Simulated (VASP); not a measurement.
## Be: relaxation of cell and atoms with r2SCAN

The system is Be.

```
Be
1.0
     2.28530    0.00000    0.00000
    -1.14265    1.97913    0.00000
     0.00000    0.00000    3.58420
Be
2
Direct
  0.33333 0.66667 0.25000
  0.66667 0.33333 0.75000
```

```json
{"Program": "VASP 6.6.1", "Task": "relaxation of cell and atoms", "Functional": "r2SCAN", "Potentials or basis": "VASP PAW PBE potentials, release 64 (Be)", "Cutoff": "600 eV", "k mesh": "9 × 9 × 6", "Occupations": "gaussian, width 0.1 eV", "Spin": "no spin polarisation", "Target pressure": "47.9 GPa", "Dipole correction": "no", "Further INCAR settings": "ALGO = Normal; EDIFF = 1e-07; IBRION = 2; EDIFFG = -0.05; NSW = 80; ISIF = 3"}
```

| Property | Result |
| --- | --- |
| Relaxed volume | 6.13 Å³/atom |
| Relaxed cell | a = 2.076 Å, b = 2.076 Å, c = 3.283 Å, α = 90.00°, β = 90.00°, γ = 120.00° |
| Space group after relaxing (to 0.1 Å) | P6_3/mmc (No. 194) |
| Energy change on relaxing (the run minimises the enthalpy) | +223.9 meV/atom |
| Ionic steps | 7 |
| Pressure after relaxing | 48.6 GPa |
| Band gap on the k mesh | zero (bands 2 and 3 overlap by 2.52 eV) |

Stress tensor (GPa, compression positive):
```
48.53  0.00  0.00
 0.00 48.53  0.00
 0.00  0.00 48.62
```

Step by step:
| step | energy change (eV) | largest force (eV/Å) | pressure (GPa) | volume (Å³) |
| --- | --- | --- | --- | --- |
| 1 | 0.0000 | 0.0000 | -2.80 | 16.21 |
| 2 | 1.0078 | 0.0000 | 86.03 | 10.91 |
| 3 | 0.4368 | 0.0000 | 47.87 | 12.30 |
| 4 | 0.4159 | 0.0000 | 46.33 | 12.37 |
| 5 | 0.4183 | 0.0000 | 46.43 | 12.36 |
| 6 | 0.4190 | 0.0000 | 46.45 | 12.36 |
| 7 | 0.4478 | 0.0000 | 48.56 | 12.26 |

Final structure:
```
Be
1.0
     2.07635    0.00000    0.00000
    -1.03818    1.79817    0.00000
     0.00000    0.00000    3.28337
Be
2
Direct
  0.33333 0.66667 0.25000
  0.66667 0.33333 0.75000
```

Levels at points of the mesh, in eV from the Fermi level:
```csv
k point,band 1,band 2,band 3,band 4,band 5
"(0.00, 0.00, 0.00)",-13.20,-5.31,2.52,21.59,21.59
"(0.00, 0.00, 0.50)",-10.68,-10.68,14.16,14.16,23.79
```

It took 2.4 min on 1 thread of Intel Xeon 8259CL (shared host), peak memory 0.13 GiB.

Caveat: the cell is relaxed towards a set pressure, so the run minimises the enthalpy, not the energy; the volume moved by over 15 % at a fixed basis, so the end points are rough; the PAW data sets were made with another functional, which shifts forces and pressure a little.
